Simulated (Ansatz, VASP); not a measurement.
# Two plane-wave programs on AlNi

INCAR

```
ALGO = Normal ; EDIFF = 1E-6
ENCUT = 520 ; GGA = PE
ISIF = 2 ; ISMEAR = -1
LASPH = True ; LCHARG = True
LELF = True ; LREAL = False
LVHAR = True ; LWAVE = False
NBANDS = 21 ; NELM = 80
PREC = Accurate ; SIGMA = 0.1
```

Contents of KPOINTS:

```
k-points
0
Gamma
  11 11 7
```

The input POSCAR:

```
AlNi
1.0
    3.5259530045      0.0000000000      0.0000000000
   -1.7629765023      3.0535648744      0.0000000000
    0.0000000000      0.0000000000      4.9675948902
Ni Al
2 2
Direct
    0.0000000000      0.0000000000      0.0000000000
    0.0000000000      0.0000000000      0.5000000000
    0.3333333333      0.6666666667      0.2500000000
    0.6666666667      0.3333333333      0.7500000000
```

Input for Ansatz:

```yaml
crystal:
  lattice:
    - [3.5259530045, 0.0, 0.0]
    - [-1.7629765023, 3.0535648744, 0.0]
    - [0.0, 0.0, 4.9675948902]
  atoms:
    - { symbol: Ni, position: [0.0, 0.0, 0.0] }
    - { symbol: Ni, position: [0.0, 0.0, 0.5] }
    - { symbol: Al, position: [0.3333333333, 0.6666666667, 0.25] }
    - { symbol: Al, position: [0.6666666667, 0.3333333333, 0.75] }
kpoints:
  mp_grid: { grid: [11, 11, 7] }
scf:
  occupations: { method: fermi_dirac, width: 0.1 }
hamiltonian:
  xc: pbe
  pseudopotentials: { kind: paw }
output:
  forces: true
  stress: true
  eigenvalues: true
  populations: true
```

Change from the starting cell: volume scaled by 0.94, PAW files.

Alike in both runs: task single point; functional PBE; k mesh 11 × 11 × 7; occupations fermi-dirac, width 0.1 eV; no spin polarisation.

|  | VASP | Ansatz |
| --- | --- | --- |
| version | VASP 6.6.1 | Ansatz 0.2.0 |
| potentials or method | VASP PAW PBE potentials, release 64 (Ni, Al) | PAW with Ansatz's default frozen-core files, scalar-relativistic |
| plane-wave cutoff (eV) | 520 | 420 |
| valence electrons in the cell | 26 | 42 |

```tsv
	VASP	Ansatz	Ansatz less VASP
pressure (GPa)	8.2	8.4	+0.15
traceless stress, the component that is largest in VASP (GPa)	0.15	0.03	-0.123
```

The functional is the same, so the differences come from potentials, cutoffs and numerics. VASP's potentials hold 26 valence electrons a cell and Ansatz's 42, so a difference there can come from the potentials and not from the codes.
